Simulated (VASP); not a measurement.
A run of VASP 6.6.1 is set up as follows.

INCAR

```
PREC = Accurate ; ENCUT = 520
EDIFF = 1E-6 ; ISMEAR = 0
SIGMA = 0.1 ; LREAL = F
LASPH = T ; NELM = 60
ALGO = Normal ; ISIF = 2
LWAVE = F ; LCHARG = T
GGA = PE ; LELF = T
LVHAR = T ; NBANDS = 42
```

KPOINTS

```
Automatic mesh
0
Gamma
  6 6 6
```

File POSCAR:

```
TaGe4
1.0
   -3.3968460564      3.3968460564      1.8755253235
    3.3968460564     -3.3968460564      1.8755253235
    3.3968460564      3.3968460564     -1.8755253235
Ta Ge
1 4
Direct
    0.5000000000      0.5000000000      0.0000000000
    0.6946851585      0.8803547171      0.5750398756
    0.8803547171      0.3053148415      0.1856695587
    0.1196452829      0.6946851585      0.8143304413
    0.3053148415      0.1196452829      0.4249601244
```

Potentials or basis: VASP PAW PBE potentials, release 64 (Ta_pv, Ge_d).

The run is started by

```console
$ cat potpaw_PBE.64/Ta_pv/POTCAR potpaw_PBE.64/Ge_d/POTCAR > POTCAR
$ mpirun -np 1 vasp_std > vasp.out
```

Question: Predict the pressure.

Answer: -0.1 GPa.

Question: Predict the largest force.

Answer: 0.020 eV/Å.

Forces on the atoms (eV/Å):
```
Ta   0.000  0.000  0.000
Ge   0.002  0.019  0.000
Ge  -0.019  0.002  0.000
Ge   0.019 -0.002  0.000
Ge  -0.002 -0.019  0.000
```
